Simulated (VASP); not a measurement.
# WC (P-6m2) in VASP: notebook

Aim: see how the results for WC move with the level of theory and the settings. Levels: PBEsol, RPBE. Tasks: single point.

All numbers are computed with VASP 6.6.1; they aren't measurements. Logs are shortened: lines on timing, memory, paths and dates and some standing lists are left out, and cuts for length are marked.

## (1) The cell of the first run

Symmetry: P-6m2, No. 187, hexagonal system. Conventional cell: a = 2.898 Å, b = 2.898 Å, c = 2.828 Å, α = 90.00°, β = 90.00°, γ = 120.00°. W (site symmetry -6m2) has 6 C at 2.19 Å and 8 W at 2.83 to 2.90 Å within 2.9 Å. C (site symmetry -6m2) has 6 W at 2.19 Å and 8 C at 2.83 to 2.90 Å within 2.9 Å.

## (2) Single point, PBEsol

INCAR reads:

```
  PREC = Accurate
  ENCUT = 520
  EDIFF = 1E-6
  ISMEAR = 0
  SIGMA = 0.1
  LREAL = F
  LASPH = T
  NELM = 60
  ALGO = Normal
  ISIF = 2
  LWAVE = F
  LCHARG = T
  GGA = PS
  LELF = T
  LVHAR = T
  NBANDS = 16
  ISYM = 0
```

KPOINTS reads:

```
Automatic mesh
0
Gamma
  12 7 23
```

POSCAR reads:

```
WC
1.0
    2.8276119072      0.0000000000      0.0000000000
    0.0000000000      5.0201997305      0.0000000000
    0.0000000000      2.5100998652      1.4492068329
W C
1 1
Direct
    0.0000000000      0.0000000000      0.0000000000
    0.5000000000      0.3333333333      0.0000000000
```

Potentials or basis: VASP PAW PBE potentials, release 64 (W_sv, C).

Run with:

```console
$ cat potpaw_PBE.64/W_sv/POTCAR potpaw_PBE.64/C/POTCAR > POTCAR
$ mpirun -np 1 vasp_std > vasp.out
```

OUTCAR:

```text
PREC = Accurate
   ENCUT = 520
   EDIFF = 1E-6
   ISMEAR = 0
   LREAL = F
   LASPH = T
   NELM = 60
   ISIF = 2
   GGA = PS
   ISYM = 0

 ion  position               nearest neighbor table
   1  0.000  0.000  0.000-   2 2.19   2 2.19   2 2.19   2 2.19   2 2.19   2 2.19
   2  0.500  0.333  0.000-   1 2.19   1 2.19   1 2.19   1 2.19   1 2.19   1 2.19

IMPORTANT INFORMATION: All symmetrisations will be switched off!
NOSYMM: (Re-)initialisation of all symmetry stuff for point group C_1.

----------------------------------------------------------------------------------------

                                     Primitive cell

  volume of cell :      20.5717

  direct lattice vectors                    reciprocal lattice vectors
     2.827611907  0.000000000  0.000000000     0.353655322  0.000000000  0.000000000
     0.000000000  5.020199730  0.000000000     0.000000000  0.199195262 -0.345016314
     0.000000000  2.510099865  1.449206833     0.000000000  0.000000000  0.690032628

  length of vectors
     2.827611907  5.020199730  2.898413666     0.353655322  0.398390524  0.690032628

  position of ions in fractional coordinates (direct lattice)
     0.000000000  0.000000000  0.000000000
     0.500000000  0.333333333  0.000000000

  ion indices of the primitive-cell ions
   primitive index   ion index
                 1           1
                 2           2

----------------------------------------------------------------------------------------

 KPOINTS: Automatic mesh

Automatic generation of k-mesh.
 Grid dimensions read from file:
 generate k-points for:   12    7   23

 Generating k-lattice:

  Cartesian coordinates                     Fractional coordinates (reciprocal lattice)
     0.029471277  0.000000000  0.000000000     0.083333333  0.000000000  0.000000000
     0.000000000  0.028456466 -0.049288045     0.000000000  0.142857143  0.000000000
     0.000000000  0.000000000  0.030001419     0.000000000  0.000000000  0.043478261

  Length of vectors
     0.029471277  0.056912932  0.030001419

  Shift w.r.t. Gamma in fractional coordinates (k-lattice)
     0.000000000  0.000000000  0.000000000

 -----------------------------------------------------------------------------
|                                                                             |
|           W    W    AA    RRRRR   N    N  II  N    N   GGGG   !!!           |
|           W    W   A  A   R    R  NN   N  II  NN   N  G    G  !!!           |
|           W    W  A    A  R    R  N N  N  II  N N  N  G       !!!           |
|           W WW W  AAAAAA  RRRRR   N  N N  II  N  N N  G  GGG   !            |
|           WW  WW  A    A  R   R   N   NN  II  N   NN  G    G                |
|           W    W  A    A  R    R  N    N  II  N    N   GGGG   !!!           |
|                                                                             |
|     Your reciprocal lattice and k-lattice belong to different lattice       |
|     classes:                                                                |
|                                                                             |
|        The reciprocal lattice is hexagonal,                                 |
|        whereas your k-lattice is simple monoclinic.                         |
|                                                                             |
|     Results are often still useful ...                                      |
|                                                                             |
 -----------------------------------------------------------------------------

 WARNING: IBZKPT: internal override: KBLOWUP is changed to .FALSE.
      ... skipping the blow-up phase ...

 Subroutine IBZKPT returns following result:
 ===========================================

 Found    967 irreducible k-points:

 Following reciprocal coordinates:
            Coordinates               Weight
  0.000000  0.000000  0.000000      1.000000
  0.083333  0.000000  0.000000      2.000000
  0.166667  0.000000  0.000000      2.000000
  0.250000  0.000000  0.000000      2.000000
  0.333333  0.000000  0.000000      2.000000
  0.416667  0.000000  0.000000      2.000000
[... 16 lines left out ...]
  0.250000  0.285714 -0.000000      2.000000
  0.333333  0.285714 -0.000000      2.000000
 [... further k-points ...]
   k-points           NKPTS =    967   k-points in BZ     NKDIM =    967   number of bands    NBANDS=     16
   number of dos      NEDOS =    301   number of ions     NIONS =      2
   total plane-waves  NPLWV =  23040
   dimension x,y,z NGX =    24 NGY =   40 NGZ =   24
   dimension x,y,z NGXF=    48 NGYF=   80 NGZF=   48
   ions per type =               1   1
   NGX,Y,Z   is equivalent  to a cutoff of  14.11, 13.25, 13.77 a.u.
   NGXF,Y,Z  is equivalent  to a cutoff of  28.22, 26.49, 27.53 a.u.
 SYSTEM =  unknown system
   PREC   = accura    normal or accurate (medium, high low for compatibility)
   ISTART =      0    job   : 0-new  1-cont  2-samecut
   ICHARG =      2    charge: 1-file 2-atom 10-const
   ISPIN  =      1    spin polarized calculation?
   LNONCOLLINEAR =      F non collinear calculations
   LSORBIT =      F    spin-orbit coupling
   LASPH  =      T    aspherical Exc in radial PAW
   ENCUT  =  520.0 eV  38.22 Ry    6.18 a.u.   5.26  9.33  5.39*2*pi/ulx,y,z
   NELM   =     60;   NELMIN=  2; NELMDL= -5     # of ELM steps
   EDIFF  = 0.1E-05   stopping-criterion for ELM
   LREAL  =      F    real-space projection
   EDIFFG = 0.1E-04   stopping-criterion for IOM
   NSW    =      0    number of steps for IOM
   IBRION =     -1    ionic relax: 0-MD 1-quasi-New 2-CG
   NFREE  =      0    steps in history (QN), initial steepest desc. (CG)
   ISIF   =      2    stress and relaxation
   ISYM   =      0    0-nonsym 1-usesym 2-fastsym
   POTIM  = 0.5000    time-step for ionic-motion
   TEBEG  =    0.0;   TEEND  =   0.0 temperature during run
   PSTRESS=    0.0 pullay stress
   NELECT =      18.0000    total number of electrons
   NUPDOWN=      -1.0000    fix difference up-down
   EMIN   =  10.00;   EMAX   =-10.00  energy-range for DOS
   EFERMI =   0.00;   METHOD = LEGACY
   ISMEAR =     0;   SIGMA  =   0.10  broadening in eV -4-tet -1-fermi 0-gaus
   EFERMI_NEDOS =   21; number of points for ismear=-14 and -15
   IALGO  =     38    algorithm
[... 36 lines left out ...]
 Fermi energy:        11.0622960794

 k-point     1 :       0.0000    0.0000    0.0000
  band No.  band energies     occupation
      1     -62.8585      2.00000
      2     -26.8440      2.00000
      3     -26.7400      2.00000
      4     -26.7395      2.00000
      5      -3.4387      2.00000
      6       6.6775      2.00000
[... 8 lines left out ...]
     15      25.4487      0.00000
     16      27.8387      0.00000

 k-point     2 :       0.0833    0.0000    0.0000
  band No.  band energies     occupation
      1     -62.8557      2.00000
      2     -26.8986      2.00000
      3     -26.7353      2.00000
      4     -26.7348      2.00000
      5      -3.2656      2.00000
      6       6.5969      2.00000
[... 8 lines left out ...]
     15      25.8426      0.00000
     16      27.8758      0.00000

 k-point     3 :       0.1667    0.0000    0.0000
  band No.  band energies     occupation
      1     -62.8478      2.00000
      2     -27.0455      2.00000
      3     -26.7225      2.00000
      4     -26.7219      2.00000
      5      -2.7678      2.00000
      6       6.2196      2.00000
[... 8 lines left out ...]
     15      26.7859      0.00000
     16      28.3587      0.00000

 k-point     4 :       0.2500    0.0000    0.0000
  band No.  band energies     occupation
      1     -62.8371      2.00000
      2     -27.2411      2.00000
      3     -26.7049      2.00000
      4     -26.7043      2.00000
      5      -2.0013      2.00000
      6       5.4007      2.00000
[... 8 lines left out ...]
     15      27.1160      0.00000
     16      29.6778      0.00000

 k-point     5 :       0.3333    0.0000    0.0000
  band No.  band energies     occupation
      1     -62.8264      2.00000
      2     -27.4311      2.00000
      3     -26.6872      2.00000
      4     -26.6867      2.00000
      5      -1.0408      2.00000
      6       4.2698      2.00000
[... 8 lines left out ...]
     15      25.9544      0.00000
     16      30.7913      0.00000

 k-point     6 :       0.4167    0.0000    0.0000
  band No.  band energies     occupation
      1     -62.8184      2.00000
      2     -27.5670      2.00000
      3     -26.6742      2.00000
      4     -26.6737      2.00000
      5       0.0071      2.00000
      6       3.0688      2.00000
[... 8 lines left out ...]
     15      24.2356      0.00000
     16      29.0233      0.00000

 k-point     7 :       0.5000    0.0000    0.0000
  band No.  band energies     occupation
      1     -62.8156      2.00000
      2     -27.6161      2.00000
      3     -26.6695      2.00000
      4     -26.6689      2.00000
      5       0.6903      2.00000
      6       2.3271      2.00000
[... 8 lines left out ...]
     15      22.9682      0.00000
     16      28.3585      0.00000

 k-point     8 :       0.0000    0.1429    0.0000
  band No.  band energies     occupation
      1     -62.8471      2.00000
      2     -26.9067      2.00000
      3     -26.8223      2.00000
      4     -26.7775      2.00000
      5      -2.9092      2.00000
      6       6.5161      2.00000
[... 8 lines left out ...]
     15      24.8002      0.00000
     16      28.9321      0.00000

 k-point     9 :       0.0833    0.1429    0.0000
  band No.  band energies     occupation
      1     -62.8443      2.00000
      2     -26.9034      2.00000
      3     -26.8740      2.00000
      4     -26.7726      2.00000
      5      -2.7492      2.00000
      6       6.5724      2.00000
[... 8 lines left out ...]
     15      24.7482      0.00000
     16      28.8448      0.00000
[... 172 lines left out ...]
 k-point    19 :      -0.0833    0.1429    0.0000
  band No.  band energies     occupation
      1     -62.8443      2.00000
      2     -26.9034      2.00000
      3     -26.8740      2.00000
      4     -26.7726      2.00000
      5      -2.7492      2.00000
      6       6.5724      2.00000
[... 8 lines left out ...]
     15      24.7482      0.00000
     16      28.8448      0.00000

 k-point    20 :       0.0000    0.2857   -0.0000
  band No.  band energies     occupation
      1     -62.8212      2.00000
      2     -27.2675      2.00000
      3     -26.8615      2.00000
      4     -26.7733      2.00000
      5      -1.5896      2.00000
      6       5.1401      2.00000
[... 8 lines left out ...]
     15      25.5460      0.00000
     16      28.8100      0.00000

 k-point    21 :       0.0833    0.2857   -0.0000
  band No.  band energies     occupation
      1     -62.8184      2.00000
      2     -27.2610      2.00000
      3     -26.8563      2.00000
      4     -26.8248      2.00000
      5      -1.4726      2.00000
      6       5.1843      2.00000
[... 8 lines left out ...]
     15      25.1627      0.00000
     16      28.4942      0.00000

 k-point    22 :       0.1667    0.2857   -0.0000
  band No.  band energies     occupation
      1     -62.8107      2.00000
      2     -27.2432      2.00000
      3     -26.9634      2.00000
      4     -26.8421      2.00000
      5      -1.1563      2.00000
      6       5.2187      2.00000
[... 8 lines left out ...]
     15      24.5149      0.00000
     16      28.7012      0.00000

 k-point    23 :       0.2500    0.2857   -0.0000
  band No.  band energies     occupation
      1     -62.8002      2.00000
      2     -27.2213      2.00000
      3     -27.1458      2.00000
      4     -26.8225      2.00000
      5      -0.7311      2.00000
      6       5.0131      2.00000
[... 8 lines left out ...]
     15      24.4496      0.00000
     16      29.0942      0.00000

 k-point    24 :       0.3333    0.2857   -0.0000
  band No.  band energies     occupation
      1     -62.7897      2.00000
      2     -27.3327      2.00000
      3     -27.1899      2.00000
      4     -26.8029      2.00000
      5      -0.3130      2.00000
      6       4.6217      2.00000
[... 8 lines left out ...]
     15      25.0234      0.00000
     16      28.8175      0.00000

 [... further k-points ...]
[... 5 lines left out ...]
  --------------------------------------------------------------------------------------
  -------------------------------------------------------------------------------------
  Total        0.1726649      0.1758197      0.1499008     -0.0000001     -0.0209404      0.0000001
  in kB       13.4475624     13.6932625     11.6746340     -0.0000046     -1.6308906      0.0000059
  external PRESSURE =      12.9384863 kB  Pullay stress =       0.0000000 kB

 VOLUME and BASIS-vectors are now :
 -----------------------------------------------------------------------------
  energy-cutoff  :      520.00
  volume of cell :       20.57
      direct lattice vectors                 reciprocal lattice vectors
     2.827611907  0.000000000  0.000000000     0.353655322  0.000000000  0.000000000
     0.000000000  5.020199730  0.000000000     0.000000000  0.199195262 -0.345016314
     0.000000000  2.510099865  1.449206833     0.000000000  0.000000000  0.690032628

 POSITION                                       TOTAL-FORCE (eV/Angst)
 -----------------------------------------------------------------------------------
      0.00000      0.00000      0.00000        -0.000000     -0.000096     -0.000319
      1.41381      1.67340      0.00000         0.000000      0.000096      0.000319
 -----------------------------------------------------------------------------------
    total drift:                               -0.000000     -0.000040     -0.000030

  FREE ENERGIE OF THE ION-ELECTRON SYSTEM (eV)
  ---------------------------------------------------
  free  energy   TOTEN  =       -23.9018355735 eV

  energy  without entropy=      -23.9008704353  energy(sigma->0) =      -23.90135300
```

Wall time 2.6 min (1 thread of Intel Xeon Platinum 8488C (Sapphire Rapids), shared host); peak memory 0.43 GiB.

Results:

```
Free energy            : -23.9018 eV
Pressure               : 1.3 GPa
Band gap on the k mesh : zero (bands 9 and 10 overlap by 1.29 eV)
```

Stress tensor (GPa, compression positive):
```
 1.34  0.00  0.00
 0.00  1.37 -0.16
 0.00 -0.16  1.17
```

Caveat: the PAW data sets were made with another functional, which shifts forces and pressure a little; spin-orbit coupling is left out, which moves the levels of the heavy elements.

## (3) Single point, PBEsol (10.49 Å³/atom)

This run uses another cell than the first one, of 10.49 Å³/atom.

INCAR reads:

```
SYSTEM = WC
ALGO = Normal
EDIFF = 1E-6
ENCUT = 1300
GGA = PS
GGA_COMPAT = .False.
ISIF = 2
ISMEAR = -1
LASPH = .True.
LCHARG = .False.
LREAL = .False.
LWAVE = .False.
NBANDS = 16
NELM = 120
PREC = Accurate
SIGMA = 0.15
```

KPOINTS reads:

```
k-points
0
Gamma
  18 18 14
  0 0 0
```

POSCAR reads:

```
WC
1.0
    2.9203268181      0.0000000000      0.0000000000
   -1.4601634090      2.5290772118      0.0000000000
    0.0000000000      0.0000000000      2.8418601860
W C
1 1
Direct
    0.0000000000      0.0000000000      0.0000000000
    0.6666666667      0.3333333333      0.5000000000
```

Potentials or basis: VASP PAW PBE potentials, release 64 (W_sv, C_h).

Run with:

```console
$ cat potpaw_PBE.64/W_sv/POTCAR potpaw_PBE.64/C_h/POTCAR > POTCAR
$ mpirun -np 1 vasp_std > vasp.out
```

Wall time 2.5 min (1 thread of Intel Xeon Platinum 8488C (Sapphire Rapids), shared host); peak memory 0.52 GiB.

It converged, with:

```
Free energy            : -23.9109 eV
Pressure               : -6.6 GPa
Band gap on the k mesh : zero (bands 9 and 10 overlap by 1.20 eV)
```

Stress tensor (GPa, compression positive):
```
-6.71  0.00  0.00
 0.00 -6.71  0.00
 0.00  0.00 -6.45
```

Levels at points of the mesh, in eV from the Fermi level:
```csv
k point,band 7,band 8,band 9,band 10,band 11,band 12
"(0.00, 0.00, 0.00)",-3.34,-3.34,0.10,3.14,3.14,5.56
"(0.50, 0.00, 0.00)",-3.57,-3.57,-0.49,2.27,4.41,4.76
"(0.00, 0.00, 0.50)",-2.04,-2.04,-0.62,-0.62,3.66,4.44
"(0.50, 0.00, 0.50)",-4.32,-4.19,0.24,4.31,5.21,6.52
```

Caveat: the cell stands under tension; the PAW data sets were made with another functional, which shifts forces and pressure a little; spin-orbit coupling is left out, which moves the levels of the heavy elements.

## (4) Single point, RPBE

This run uses another cell than the first one, of the same volume but with other edges.

INCAR reads:

```
SYSTEM = WC
ALGO     = Normal         ! electronic algorithm
EDIFF    = 1E-6           ! SCF threshold, eV
ENCUT    = 600            ! plane-wave cutoff, eV
GGA      = RP             ! functional
GGA_COMPAT= .FALSE.      
ISIF     = 2              ! what is computed and relaxed
ISMEAR   = 0              ! smearing method
LASPH    = .TRUE.         ! aspherical terms in the spheres
LCHARG   = .FALSE.        ! write CHGCAR
LREAL    = .FALSE.        ! projectors in reciprocal space
LWAVE    = .FALSE.        ! write WAVECAR
NBANDS   = 16             ! bands
NELM     = 120            ! most SCF steps
PREC     = Accurate       ! precision mode
SIGMA    = 0.1            ! smearing width, eV
```

KPOINTS reads:

```
k-points
0
G
  18 18 14
  0 0 0
```

POSCAR reads:

```
WC
1.0
    2.8984136670      0.0000000000      0.0000000000
   -1.4492068335      2.5100998663      0.0000000000
    0.0000000000      0.0000000000      2.8276119036
W C
1 1
Direct
    0.0000000000      0.0000000000      0.0000000000
    0.6666666667      0.3333333333      0.5000000000
```

Potentials or basis: VASP PAW PBE potentials, release 64 (W_sv, C).

Run with:

```console
$ cat potpaw_PBE.64/W_sv/POTCAR potpaw_PBE.64/C/POTCAR > POTCAR
$ mpirun -np 1 vasp_std > vasp.out
```

Run time: 95 s. Hardware: 1 thread of Intel Xeon 8259CL, shared host; peak memory 0.24 GiB.

Results (log left out):

* Free energy: -21.3748 eV
* Pressure: 14.7 GPa
* Band gap on the k mesh: zero (bands 9 and 10 overlap by 1.22 eV)

Stress tensor (GPa, compression positive):
```
14.24  0.00  0.00
 0.00 14.24  0.00
 0.00  0.00 15.64
```

Levels at points of the mesh, in eV from the Fermi level:
| k point | band 7 | band 8 | band 9 | band 10 | band 11 | band 12 |
| --- | --- | --- | --- | --- | --- | --- |
| (0.00, 0.00, 0.00) | -3.36 | -3.36 | 0.10 | 3.29 | 3.29 | 5.70 |
| (0.50, 0.00, 0.00) | -3.64 | -3.61 | -0.47 | 2.39 | 4.60 | 4.96 |
| (0.00, 0.00, 0.50) | -2.03 | -2.03 | -0.58 | -0.58 | 3.73 | 4.57 |
| (0.50, 0.00, 0.50) | -4.36 | -4.22 | 0.30 | 4.50 | 5.39 | 6.71 |

Caveat: the cell stands under pressure; the PAW data sets were made with another functional, which shifts forces and pressure a little; spin-orbit coupling is left out, which moves the levels of the heavy elements.

## (5) Summary

```csv
level,potentials or basis,cell,k mesh,cutoff (eV),smearing,gap on the mesh (eV),pressure (GPa)
PBEsol,"VASP PAW PBE potentials, release 64 (W_sv, C)","a = 2.828, b = 5.020, c = 2.898 Å, angles 30.0, 90.0, 90.0°, 2 atoms, atomic positions A",12 × 7 × 23,520,gaussian 0.1 eV,none,1.3
PBEsol,"VASP PAW PBE potentials, release 64 (W_sv, C_h)","a = 2.920, b = 2.920, c = 2.842 Å, angles 90.0, 90.0, 120.0°, 2 atoms, atomic positions B",18 × 18 × 14,1300,fermi-dirac 0.15 eV,none,-6.6
RPBE,"VASP PAW PBE potentials, release 64 (W_sv, C)","a = 2.898, b = 2.898, c = 2.828 Å, angles 90.0, 90.0, 120.0°, 2 atoms, atomic positions B",18 × 18 × 14,600,gaussian 0.1 eV,none,14.7
```

Alike in all rows: task single point; no spin polarisation.

Caveats: the PAW data sets were made with another functional, which shifts forces and pressure a little; spin-orbit coupling is left out, which moves the levels of the heavy elements; the cell stands under tension (at least some runs); the cell stands under pressure (at least some runs).

Absolute energies hang on the potentials; compare differences alone.
